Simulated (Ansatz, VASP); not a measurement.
**One calculation of CsBr, two programs**

```
Cs Br
1.0
     4.14228    0.00000    0.00000
     0.00000    4.14228    0.00000
     0.00000    0.00000    4.14228
Cs Br
1 1
Direct
  0.00000 0.00000 0.00000
  0.50000 0.50000 0.50000
```

Alike in both runs: task single point; functional r2SCAN; k mesh 6 × 6 × 6; occupations gaussian, width 0.02 eV; no spin polarisation.

|  | VASP | Ansatz |
| --- | --- | --- |
| version | VASP 6.6.1 | Ansatz 0.2.0 |
| potentials or method | VASP PAW PBE potentials, release 64 (Cs_sv, Br), cutoff 550 eV | scalar-relativistic, plane waves, PAW |
| valence electrons in the cell | 16 | 16 |

|  | VASP | Ansatz | Ansatz less VASP |
| --- | --- | --- | --- |
| gap on the k mesh at the Fermi level (eV) | 5.24 | 5.25 | +0.009 |
| least direct gap on the mesh (eV) | 5.24 | 5.25 | +0.009 |
| pressure (GPa) | 2.9 | 2.8 | -0.09 |

VASP's potentials were made for PBE, not for r2SCAN. The functional is the same, so the differences come from potentials, cutoffs and numerics.

Spin-orbit coupling is off throughout.
